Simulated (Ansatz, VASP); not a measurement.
# One calculation of CdTe, two programs

```xyz
2
Lattice="0.0000 3.3422 3.3422 3.3422 0.0000 3.3422 3.3422 3.3422 0.0000" Properties=species:S:1:pos:R:3 pbc="T T T"
Cd    0.0000    0.0000    0.0000
Te    1.6711    1.6711    1.6711
```

Alike in both runs: task single point; functional r2SCAN; k mesh 8 × 8 × 8; occupations gaussian, width 0.02 eV; no spin polarisation.

|  | VASP | Ansatz |
| --- | --- | --- |
| version | VASP 6.6.1 | Ansatz 0.2.0 |
| potentials or method | VASP PAW PBE potentials, release 64 (Cd, Te), cutoff 520 eV | scalar-relativistic, plane waves, PAW |
| valence electrons in the cell | 18 | 36 |

VASP gave:

| Item | Value |
| --- | --- |
| gap on the k mesh at the Fermi level (eV) | 0.97 |
| least direct gap on the mesh (eV) | 0.97 |
| pressure (GPa) | -1.9 |

Question: Which values does Ansatz return?

Answer: gap on the k mesh at the Fermi level (eV): 0.98; least direct gap on the mesh (eV): 0.98; pressure (GPa): -2.0.

VASP's potentials were made for PBE, not for r2SCAN. The functional is the same, so the differences come from potentials, cutoffs and numerics. VASP's potentials hold 18 valence electrons a cell and Ansatz's 36, so a difference there can come from the potentials and not from the codes.

Neither program's run includes spin-orbit coupling.
